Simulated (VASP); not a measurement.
Here is a VASP 6.6.1 calculation.

INCAR

```
ALGO = Fast
EDIFF = 1E-6
ENCUT = 520
GGA = PE
ISIF = 2
ISMEAR = 0
LASPH = T
LCHARG = T
LELF = T
LREAL = F
LVHAR = T
LWAVE = F
NBANDS = 21
NELM = 100
PREC = Accurate
SIGMA = 0.1
```

Contents of KPOINTS:

```
k-points
0
Gamma
  4 4 4
```

The input POSCAR:

```
Be2SbP3
1.0
    2.6753089200     -3.8205782600      0.0000000000
    2.6753089200      3.8205782600      0.0000000000
    0.0000000000      0.0000000000      6.0488746400
Be Sb P
2 1 3
Direct
    0.3457536800      0.6542463200      0.9365345800
    0.6542463200      0.3457536800      0.9365345800
    0.0000000000      0.0000000000      0.5604026100
    0.0000000000      0.0000000000      0.2111282300
    0.6434220300      0.6434220300      0.0219860100
    0.3565779700      0.3565779700      0.0219860100
```

Potentials or basis: VASP PAW PBE potentials, release 64 (Be, Sb, P).

Command:

```bash
$ cat potpaw_PBE.64/Be/POTCAR potpaw_PBE.64/Sb/POTCAR potpaw_PBE.64/P/POTCAR > POTCAR
$ mpirun -np 1 vasp_std > vasp.out
```

(1) Predict the pressure.

(2) Estimate the band gap on the k mesh.

## Answers

(1) 67.8 GPa.

(2) zero (bands 12 and 13 overlap by 0.80 eV).

Caveat: the stress differs along the axes, from 33 to 102 GPa; spin-orbit coupling is left out, which moves the levels of the heavy elements; forces of over 1 eV/Å act on the atoms, so gaps and moduli don't describe the material at rest.
